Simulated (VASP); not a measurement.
Write the native input for VASP 6.6.1 that does the following.

```
Task                   : single point
Functional             : LDA
Potentials or basis    : VASP PAW LDA potentials, release 64 (Cd_sv_GW, Ir_sv_GW)
Cutoff                 : 630 eV
k mesh                 : 5 × 5 × 5
Occupations            : gaussian, width 0.2 eV
Spin                   : no spin polarisation
Dipole correction      : no
Further INCAR settings : ALGO = Normal; EDIFF = 1e-06; NBANDS = 46
```

The structure of Cd3Ir lies in POSCAR:

```
Cd3Ir
1.0
    4.2167000000      0.0000000000      0.0000000000
    0.0000000000      4.2167000000      0.0000000000
    0.0000000000      0.0000000000      4.2167000000
Cd Ir
3 1
Direct
    0.0000000000      0.5000000000      0.5000000000
    0.5000000000      0.0000000000      0.5000000000
    0.5000000000      0.5000000000      0.0000000000
    0.0000000000      0.0000000000      0.0000000000
```

These files were run (other wordings do the same):

INCAR

```
  PREC = Accurate
  ENCUT = 630
  EDIFF = 1E-6
  ISMEAR = 0
  SIGMA = 0.2
  LREAL = F
  LASPH = T
  NELM = 120
  ALGO = Normal
  ISIF = 2
  LWAVE = F
  LCHARG = T
  LELF = T
  LVHAR = T
  NBANDS = 46
  GGA_COMPAT = F
```

KPOINTS

```
regular mesh
0
Gamma
  5 5 5
```

Potentials or basis: VASP PAW LDA potentials, release 64 (Cd_sv_GW, Ir_sv_GW).

The run is started by

```console
$ cat potpaw_LDA.64/Cd_sv_GW/POTCAR potpaw_LDA.64/Ir_sv_GW/POTCAR > POTCAR
$ mpirun -np 1 vasp_std > vasp.out
```

Results of the run:

```yaml
Pressure: -11.0 GPa
Band_gap_on_the_k_mesh: zero (an odd number of electrons rules out a gap without spin polarisation)
```

Caveat: the cell stands under tension; spin-orbit coupling is left out, which moves the levels of the heavy elements.

It took 42 s on 1 thread of Intel(R) Xeon(R) Platinum 8488C (Sapphire Rapids), with other jobs on the host, peak memory 0.21 GiB.
